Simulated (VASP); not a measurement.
# TaI (R-3m) in VASP: a series of runs

The runs below take TaI through single point, with PBE.

Everything below comes from runs of VASP 6.6.1. Logs are shortened: lines on timing, memory, paths and dates and some standing lists are left out, and cuts for length are marked.

### 1 The cell of the first run

It takes space group R-3m (No. 166, trigonal). The conventional cell has a = 3.354 Å, b = 3.354 Å, c = 29.056 Å, α = 90.00°, β = 90.00°, γ = 120.00°. Ta (site symmetry -3m) has 6 I at 2.84 Å and 6 Ta at 3.35 Å within 3.7 Å. Within 3.6 Å of Ta (site symmetry -3m) lie 2 I at 2.76 Å and 6 Ta at 3.35 Å. Within 3.6 Å of I (site symmetry 3m) lie 4 Ta at 2.76 to 2.84 Å and 6 I at 3.35 Å.

### 2 Single point, PBE

Contents of INCAR:

```
SYSTEM = TaI
ALGO = Normal
EDIFF = 1E-7
ENCUT = 520
GGA = PE
ISIF = 2
ISMEAR = 0
LASPH = .TRUE.
LCHARG = .FALSE.
LREAL = .FALSE.
LWAVE = .FALSE.
NBANDS = 26
NELM = 80
PREC = Accurate
SIGMA = 0.1
```

Contents of KPOINTS:

```
k-points
0
G
  6 6 6
  0 0 0
```

Contents of POSCAR:

```
TaI
1.0
    1.6768031584      0.9681027567      9.6852716127
   -1.6768031584      0.9681027567      9.6852716127
    0.0000000000     -1.9362055079      9.6852716133
Ta I
2 2
Direct
    0.0000000000      0.0000000000      0.0000000000
    0.5000000000      0.5000000000      0.5000000000
    0.5950107599      0.5950107599      0.5950107599
    0.4049892401      0.4049892401      0.4049892401
```

Potentials or basis: VASP PAW PBE potentials, release 64 (Ta_pv, I).

Command:

```sh
$ cat potpaw_PBE.64/Ta_pv/POTCAR potpaw_PBE.64/I/POTCAR > POTCAR
$ mpirun -np 1 vasp_std > vasp.out
```

OUTCAR:

```text
SYSTEM = TaI
   EDIFF = 1E-7
   ENCUT = 520
   GGA = PE
   ISIF = 2
   ISMEAR = 0
   LASPH = .TRUE.
   LREAL = .FALSE.
   NELM = 80
   PREC = Accurate

 ion  position               nearest neighbor table
   1  0.000  0.000  0.000-   3 2.84   4 2.84   3 2.84   3 2.84   4 2.84   4 2.84
   2  0.500  0.500  0.500-   3 2.76   4 2.76
   3  0.595  0.595  0.595-   2 2.76   1 2.84   1 2.84   1 2.84
   4  0.405  0.405  0.405-   2 2.76   1 2.84   1 2.84   1 2.84

  LATTYP: Found a trigonal (rhomboedric) cell.
 ALAT       =     9.8769113589
 COS(alpha) =     0.9423562999

  Lattice vectors:

 A1 = (   1.6768031584,   0.9681027567,   9.6852716127)
 A2 = (  -1.6768031584,   0.9681027567,   9.6852716127)
 A3 = (   0.0000000000,  -1.9362055079,   9.6852716133)

Analysis of symmetry for initial positions (statically):
=====================================================================
 Subroutine PRICEL returns:
 Original cell was already a primitive cell.

 Routine SETGRP: Setting up the symmetry group for a
 trigonal (rhombohedral) supercell.

 Subroutine GETGRP returns: Found 12 space group operations
 (whereof 12 operations were pure point group operations)
 out of a pool of 12 trial point group operations.

The static configuration has the point symmetry D_3d.

Analysis of symmetry for dynamics (positions and initial velocities):
=====================================================================
 Subroutine PRICEL returns:
 Original cell was already a primitive cell.

 Routine SETGRP: Setting up the symmetry group for a
 trigonal (rhombohedral) supercell.

 Subroutine GETGRP returns: Found 12 space group operations
 (whereof 12 operations were pure point group operations)
 out of a pool of 12 trial point group operations.

The dynamic configuration has the point symmetry D_3d.

 Subroutine INISYM returns: Found 12 space group operations
 (whereof 12 operations are pure point group operations),
 and found     1 'primitive' translations

----------------------------------------------------------------------------------------

                                     Primitive cell

  volume of cell :      94.3336

  direct lattice vectors                    reciprocal lattice vectors
     1.676803158  0.968102757  9.685271613     0.298186461  0.172158034  0.034416519
    -1.676803158  0.968102757  9.685271613    -0.298186461  0.172158034  0.034416519
     0.000000000 -1.936205508  9.685271613     0.000000000 -0.344316067  0.034416519

  length of vectors
     9.876911359  9.876911359  9.876911359     0.346031864  0.346031864  0.346031864

  position of ions in fractional coordinates (direct lattice)
     0.000000000  0.000000000  0.000000000
     0.500000000  0.500000000  0.500000000
     0.595010760  0.595010760  0.595010760
     0.404989240  0.404989240  0.404989240

  ion indices of the primitive-cell ions
   primitive index   ion index
                 1           1
                 2           2
                 3           3
                 4           4

----------------------------------------------------------------------------------------

 KPOINTS: k-points

Automatic generation of k-mesh.
 Grid dimensions read from file:
 generate k-points for:    6    6    6

 Generating k-lattice:

  Cartesian coordinates                     Fractional coordinates (reciprocal lattice)
     0.049697744  0.028693006  0.005736086     0.166666667  0.000000000  0.000000000
    -0.049697744  0.028693006  0.005736086     0.000000000  0.166666667  0.000000000
     0.000000000 -0.057386011  0.005736086     0.000000000  0.000000000  0.166666667

  Length of vectors
     0.057671977  0.057671977  0.057671977

  Shift w.r.t. Gamma in fractional coordinates (k-lattice)
     0.000000000  0.000000000  0.000000000

 Subroutine IBZKPT returns following result:
 ===========================================

 Found     32 irreducible k-points:

 Following reciprocal coordinates:
            Coordinates               Weight
  0.000000  0.000000  0.000000      1.000000
  0.166667 -0.000000  0.000000      6.000000
  0.333333  0.000000  0.000000      6.000000
  0.500000  0.000000  0.000000      3.000000
  0.166667  0.166667  0.000000      6.000000
  0.333333  0.166667  0.000000     12.000000
[... 16 lines left out ...]
  0.500000  0.500000  0.166667      6.000000
 -0.333333  0.500000  0.166667     12.000000
 [... further k-points ...]
   k-points           NKPTS =     32   k-points in BZ     NKDIM =     32   number of bands    NBANDS=     26
   number of dos      NEDOS =    301   number of ions     NIONS =      4
   total plane-waves  NPLWV = 512000
   dimension x,y,z NGX =    80 NGY =   80 NGZ =   80
   dimension x,y,z NGXF=   160 NGYF=  160 NGZF=  160
   ions per type =               2   2
   NGX,Y,Z   is equivalent  to a cutoff of  13.47, 13.47, 13.47 a.u.
   NGXF,Y,Z  is equivalent  to a cutoff of  26.93, 26.93, 26.93 a.u.
 SYSTEM =  TaI
   PREC   = accura    normal or accurate (medium, high low for compatibility)
   ISTART =      0    job   : 0-new  1-cont  2-samecut
   ICHARG =      2    charge: 1-file 2-atom 10-const
   ISPIN  =      1    spin polarized calculation?
   LNONCOLLINEAR =      F non collinear calculations
   LSORBIT =      F    spin-orbit coupling
   LASPH  =      T    aspherical Exc in radial PAW
   ENCUT  =  520.0 eV  38.22 Ry    6.18 a.u.  18.36 18.36 18.36*2*pi/ulx,y,z
   NELM   =     80;   NELMIN=  2; NELMDL= -5     # of ELM steps
   EDIFF  = 0.1E-06   stopping-criterion for ELM
   LREAL  =      F    real-space projection
   EDIFFG = 0.1E-05   stopping-criterion for IOM
   NSW    =      0    number of steps for IOM
   IBRION =     -1    ionic relax: 0-MD 1-quasi-New 2-CG
   NFREE  =      0    steps in history (QN), initial steepest desc. (CG)
   ISIF   =      2    stress and relaxation
   ISYM   =      2    0-nonsym 1-usesym 2-fastsym
   POTIM  = 0.5000    time-step for ionic-motion
   TEBEG  =    0.0;   TEEND  =   0.0 temperature during run
   PSTRESS=    0.0 pullay stress
   NELECT =      36.0000    total number of electrons
   NUPDOWN=      -1.0000    fix difference up-down
   EMIN   =  10.00;   EMAX   =-10.00  energy-range for DOS
   EFERMI =   0.00;   METHOD = LEGACY
   ISMEAR =     0;   SIGMA  =   0.10  broadening in eV -4-tet -1-fermi 0-gaus
   EFERMI_NEDOS =   21; number of points for ismear=-14 and -15
   IALGO  =     38    algorithm
   IMIX   =      4    mixing-type and parameters
     AMIX     =   0.40;   BMIX     =  1.00
     AMIX_MAG =   1.60;   BMIX_MAG =  1.00
  volume/ion in A,a.u.               =      23.58       159.15
  Fermi-wavevector in a.u.,A,eV,Ry     =   1.187463  2.243980 19.185149  1.410069
  Thomas-Fermi vector in A             =   2.323614
   LORBIT       =      0    0 simple, 1 ext, 2 COOP (PROOUT), +10 PAW based schemes
   GGA     = PE    functional components
   LHFCALC =     F    Hartree Fock is set to
   AEXX    =    0.0000 exact exchange contribution
   IVDW    =     0    specifies the selected vdW correction
   LEPSILON=     F    determine dielectric tensor
   LRPA    =     F    only Hartree local field effects (RPA)
 non-spin polarized calculation
 Gauss-broadening in eV      SIGMA  =   0.10
  energy-cutoff  :      520.00
  volume of cell :       94.33
 maximum number of plane-waves:      2557
 NGX is ok and might be reduce to    80
   NGX = 37   NGY = 37   NGZ = 37

 number of electron      36.0000001 magnetization

 Free energy of the ion-electron system (eV)
  ---------------------------------------------------
  ext. energy  EPLUGINS =         0.00000000
  ---------------------------------------------------
  free energy    TOTEN  =       -23.20072554 eV

  energy without entropy =      -23.18151387  energy(sigma->0) =      -23.19111971

 E-fermi :   8.0574     XC(G=0): -11.0521

 val. band max:        8.0380935071   @ k =   0.3333   0.1667   0.0000
 cond. band min:       8.0942333131   @ k =   0.5000   0.3333   0.0000
 fundamental gap:      0.0561398060
 Fermi energy:         8.0574145858

 k-point     1 :       0.0000    0.0000    0.0000
  band No.  band energies     occupation
      1     -27.5418      2.00000
      2     -27.5339      2.00000
      3     -27.2025      2.00000
      4     -27.2025      2.00000
      5     -26.9185      2.00000
      6     -26.9185      2.00000
[... 18 lines left out ...]
     25      10.8266      0.00000
     26      12.3393      0.00000

 k-point     2 :       0.1667   -0.0000    0.0000
  band No.  band energies     occupation
      1     -27.5329      2.00000
      2     -27.5236      2.00000
      3     -27.2673      2.00000
      4     -27.2178      2.00000
      5     -26.9730      2.00000
      6     -26.9319      2.00000
[... 18 lines left out ...]
     25      10.5625      0.00000
     26      13.1759      0.00000

 k-point     3 :       0.3333    0.0000    0.0000
  band No.  band energies     occupation
      1     -27.5177      2.00000
      2     -27.5004      2.00000
      3     -27.3942      2.00000
      4     -27.2483      2.00000
      5     -27.0803      2.00000
      6     -26.9585      2.00000
[... 18 lines left out ...]
     25      10.6473      0.00000
     26      11.7132      0.00000

 k-point     4 :       0.5000    0.0000    0.0000
  band No.  band energies     occupation
      1     -27.5104      2.00000
      2     -27.4887      2.00000
      3     -27.4561      2.00000
      4     -27.2635      2.00000
      5     -27.1332      2.00000
      6     -26.9718      2.00000
[... 18 lines left out ...]
     25      11.3153      0.00000
     26      11.6030      0.00000

 k-point     5 :       0.1667    0.1667    0.0000
  band No.  band energies     occupation
      1     -27.5328      2.00000
      2     -27.5237      2.00000
      3     -27.2673      2.00000
      4     -27.2178      2.00000
      5     -26.9730      2.00000
      6     -26.9319      2.00000
[... 18 lines left out ...]
     25      10.7445      0.00000
     26      12.8393      0.00000

 k-point     6 :       0.3333    0.1667    0.0000
  band No.  band energies     occupation
      1     -27.5213      2.00000
      2     -27.5063      2.00000
      3     -27.3507      2.00000
      4     -27.2530      2.00000
      5     -27.0436      2.00000
      6     -26.9622      2.00000
[... 427 lines left out ...]
 k-point    21 :      -0.3333    0.3333    0.1667
  band No.  band energies     occupation
      1     -27.5105      2.00000
      2     -27.4884      2.00000
      3     -27.4243      2.00000
      4     -27.2966      2.00000
      5     -27.1062      2.00000
      6     -26.9994      2.00000
[... 18 lines left out ...]
     25      11.8969      0.00000
     26      12.0430      0.00000

 k-point    22 :      -0.1667    0.3333    0.1667
  band No.  band energies     occupation
      1     -27.5105      2.00000
      2     -27.4883      2.00000
      3     -27.4243      2.00000
      4     -27.2966      2.00000
      5     -27.1062      2.00000
      6     -26.9994      2.00000
[... 18 lines left out ...]
     25      12.1846      0.00000
     26      12.2096      0.00000

 k-point    23 :       0.5000    0.5000    0.1667
  band No.  band energies     occupation
      1     -27.5176      2.00000
      2     -27.5005      2.00000
      3     -27.3942      2.00000
      4     -27.2483      2.00000
      5     -27.0803      2.00000
      6     -26.9585      2.00000
[... 18 lines left out ...]
     25      10.7545      0.00000
     26      11.9590      0.00000

 k-point    24 :      -0.3333    0.5000    0.1667
  band No.  band energies     occupation
      1     -27.5105      2.00000
      2     -27.4884      2.00000
      3     -27.4243      2.00000
      4     -27.2966      2.00000
      5     -27.1062      2.00000
      6     -26.9994      2.00000
[... 18 lines left out ...]
     25      11.7724      0.00000
     26      12.4140      0.00000

 [... further k-points ...]
[... 5 lines left out ...]
  --------------------------------------------------------------------------------------
  -------------------------------------------------------------------------------------
  Total       -0.0422084     -0.0422084     -0.1061466      0.0000000     -0.0000000      0.0000000
  in kB       -0.7168738     -0.7168738     -1.8028098      0.0000000     -0.0000000      0.0000000
  external PRESSURE =      -1.0788525 kB  Pullay stress =       0.0000000 kB

 VOLUME and BASIS-vectors are now :
 -----------------------------------------------------------------------------
  energy-cutoff  :      520.00
  volume of cell :       94.33
      direct lattice vectors                 reciprocal lattice vectors
     1.676803158  0.968102757  9.685271613     0.298186461  0.172158034  0.034416519
    -1.676803158  0.968102757  9.685271613    -0.298186461  0.172158034  0.034416519
     0.000000000 -1.936205508  9.685271613     0.000000000 -0.344316067  0.034416519

 POSITION                                       TOTAL-FORCE (eV/Angst)
 -----------------------------------------------------------------------------------
      0.00000      0.00000      0.00000        -0.000000      0.000000     -0.000000
      0.00000      0.00000     14.52791         0.000000      0.000000     -0.000000
      0.00000      0.00000     17.28852        -0.000000      0.000000      0.000779
      0.00000      0.00000     11.76729        -0.000000     -0.000000     -0.000779
 -----------------------------------------------------------------------------------
    total drift:                                0.000000      0.000000     -0.000000

  FREE ENERGIE OF THE ION-ELECTRON SYSTEM (eV)
  ---------------------------------------------------
  free  energy   TOTEN  =       -23.2007255424 eV

  energy  without entropy=      -23.1815138729  energy(sigma->0) =      -23.19111971
```

It took 21 min on 1 thread of Oxide Virtual Turin-like, shared host; peak memory 0.89 GiB.

What came out:

| Item | Value |
| --- | --- |
| Free energy | -23.2007 eV |
| Pressure | -0.1 GPa |
| Band gap on the k mesh | zero (bands 18 and 19 overlap by 0.68 eV) |

Caveat: the k points lie up to 0.36 Å⁻¹ apart, too coarse for converged energies and pressures of a metal; spin-orbit coupling is left out, which moves the levels of the heavy elements.

### 3 Single point, PBE

This run uses another cell than the first one, of 31.51 Å³/atom.

Contents of INCAR:

```
SYSTEM = TaI
PREC = Accurate ; ENCUT = 520
EDIFF = 1E-6 ; ISMEAR = 0
SIGMA = 0.1 ; LREAL = .FALSE.
LASPH = .TRUE. ; NELM = 80
ALGO = Normal ; ISIF = 2
LWAVE = .FALSE. ; LCHARG = .FALSE.
GGA = PE ; NBANDS = 26
```

Contents of KPOINTS:

```
regular mesh
0
G
  6 6 6
  0 0 0
```

Contents of POSCAR:

```
TaI
1.0
    2.0445000000      1.1803926300      8.7044969900
   -2.0445000000      1.1803926300      8.7044969900
    0.0000000000     -2.3607852500      8.7044969900
Ta I
2 2
Direct
    0.0000000000      0.0000000000      0.0000000000
    0.5000000000      0.5000000000      0.5000000000
    0.6021694100      0.6021694100      0.6021694100
    0.3978305900      0.3978305900      0.3978305900
```

Potentials or basis: VASP PAW PBE potentials, release 64 (Ta_pv, I).

Command:

```sh
$ cat potpaw_PBE.64/Ta_pv/POTCAR potpaw_PBE.64/I/POTCAR > POTCAR
$ mpirun -np 1 vasp_std > vasp.out
```

OUTCAR:

```text
SYSTEM = TaI
   PREC = Accurate
   ENCUT = 520
   EDIFF = 1E-6
   ISMEAR = 0
   LREAL = .FALSE.
   LASPH = .TRUE.
   NELM = 80
   ISIF = 2
   GGA = PE

 ion  position               nearest neighbor table
   1  0.000  0.000  0.000-   3 2.90   3 2.90   4 2.90   4 2.90   3 2.90   4 2.90
   2  0.500  0.500  0.500-   3 2.67   4 2.67
   3  0.602  0.602  0.602-   2 2.67   1 2.90   1 2.90   1 2.90
   4  0.398  0.398  0.398-   2 2.67   1 2.90   1 2.90   1 2.90

  LATTYP: Found a trigonal (rhomboedric) cell.
 ALAT       =     9.0189564175
 COS(alpha) =     0.8972240145

  Lattice vectors:
[... 886 lines left out ...]

 [... further k-points ...]
[... 5 lines left out ...]
  --------------------------------------------------------------------------------------
  -------------------------------------------------------------------------------------
  Total       -8.8227343     -8.8227343      3.1051431      0.0000000      0.0000000      0.0000000
  in kB     -112.1515426   -112.1515429     39.4715033      0.0000000      0.0000000      0.0000000
  external PRESSURE =     -61.6105274 kB  Pullay stress =       0.0000000 kB

 VOLUME and BASIS-vectors are now :
 -----------------------------------------------------------------------------
  energy-cutoff  :      520.00
  volume of cell :      126.04
      direct lattice vectors                 reciprocal lattice vectors
     2.044500000  1.180392630  8.704496990     0.244558572  0.141195957  0.038294382
    -2.044500000  1.180392630  8.704496990    -0.244558572  0.141195957  0.038294382
     0.000000000 -2.360785250  8.704496990     0.000000000 -0.282391914  0.038294382

 POSITION                                       TOTAL-FORCE (eV/Angst)
 -----------------------------------------------------------------------------------
      0.00000      0.00000      0.00000        -0.000000     -0.000000     -0.000000
      0.00000      0.00000     13.05675         0.000000     -0.000000     -0.000000
      0.00000      0.00000     15.72475        -0.000000      0.000000      0.422705
      0.00000      0.00000     10.38875        -0.000000     -0.000000     -0.422705
 -----------------------------------------------------------------------------------
    total drift:                               -0.000000     -0.000000      0.000000

  FREE ENERGIE OF THE ION-ELECTRON SYSTEM (eV)
  ---------------------------------------------------
  free  energy   TOTEN  =       -20.2894651568 eV

  energy  without entropy=      -20.2373064449  energy(sigma->0) =      -20.26338580
```

OSZICAR:

```text
N       E                     dE             d eps       ncg     rms          rms(c)
DAV:   1     0.259688229744E+03    0.25969E+03   -0.17509E+04  1744   0.123E+03
DAV:   2    -0.701327194677E+01   -0.26670E+03   -0.26038E+03  2056   0.298E+02
DAV:   3    -0.206821650089E+02   -0.13669E+02   -0.13335E+02  2144   0.606E+01
DAV:   4    -0.210711978704E+02   -0.38903E+00   -0.38337E+00  2130   0.995E+00
DAV:   5    -0.210824398537E+02   -0.11242E-01   -0.11225E-01  2258   0.164E+00    0.117E+01
DAV:   6    -0.205572661049E+02    0.52517E+00   -0.44858E+00  1942   0.782E+00    0.670E+00
DAV:   7    -0.212854981584E+02   -0.72823E+00   -0.13910E+01  2118   0.666E+00    0.676E+00
DAV:   8    -0.202953462285E+02    0.99015E+00   -0.56116E+00  2146   0.465E+00    0.196E+00
DAV:   9    -0.202898051217E+02    0.55411E-02   -0.13560E-01  1952   0.173E+00    0.532E-01
DAV:  10    -0.202891656489E+02    0.63947E-03   -0.57168E-03  2070   0.333E-01    0.344E-01
DAV:  11    -0.202894827207E+02   -0.31707E-03   -0.15090E-03  2022   0.202E-01    0.610E-02
DAV:  12    -0.202894527627E+02    0.29958E-04   -0.10778E-04  1954   0.491E-02    0.341E-02
DAV:  13    -0.202894642033E+02   -0.11441E-04   -0.30755E-05  2128   0.205E-02    0.124E-02
DAV:  14    -0.202894651568E+02   -0.95351E-06   -0.88323E-06  1772   0.119E-02
   1 F= -.20289465E+02 E0= -.20263386E+02  d E =-.521587E-01
```

Run time: 14 min. Hardware: 1 thread of Oxide Virtual Turin-like, shared host; peak memory 0.65 GiB.

What came out:

```
Free energy            : -20.2895 eV
Pressure               : -6.2 GPa
Largest force          : 0.423 eV/Å
Band gap on the k mesh : zero (bands 18 and 19 overlap by 0.41 eV)
```

Forces on the atoms (eV/Å):
```
Ta   0.000  0.000  0.000
Ta   0.000  0.000  0.000
I    0.000  0.000  0.423
I    0.000  0.000 -0.423
```

Levels at points of the mesh, in eV from the Fermi level:
| k point | band 15 | band 16 | band 17 | band 18 | band 19 | band 20 | band 21 | band 22 |
| --- | --- | --- | --- | --- | --- | --- | --- | --- |
| (0.00, 0.00, 0.00) | -2.76 | -1.04 | -0.60 | -0.60 | 0.02 | 0.02 | 0.36 | 0.36 |
| (0.50, 0.00, 0.00) | -1.41 | -1.15 | -0.30 | 0.07 | 0.51 | 0.64 | 0.81 | 1.59 |
| (0.50, 0.50, 0.00) | -1.75 | -1.16 | -0.67 | 0.00 | 0.66 | 0.66 | 0.85 | 1.59 |
| (0.50, 0.50, 0.50) | -2.51 | -0.55 | -0.55 | -0.44 | 0.31 | 0.31 | 0.94 | 0.94 |

Caveat: the stress differs along the axes, from -11 to 4 GPa; spin-orbit coupling is left out, which moves the levels of the heavy elements.

The gap in the log of VASP goes by the Fermi energy; the results here count the filled bands.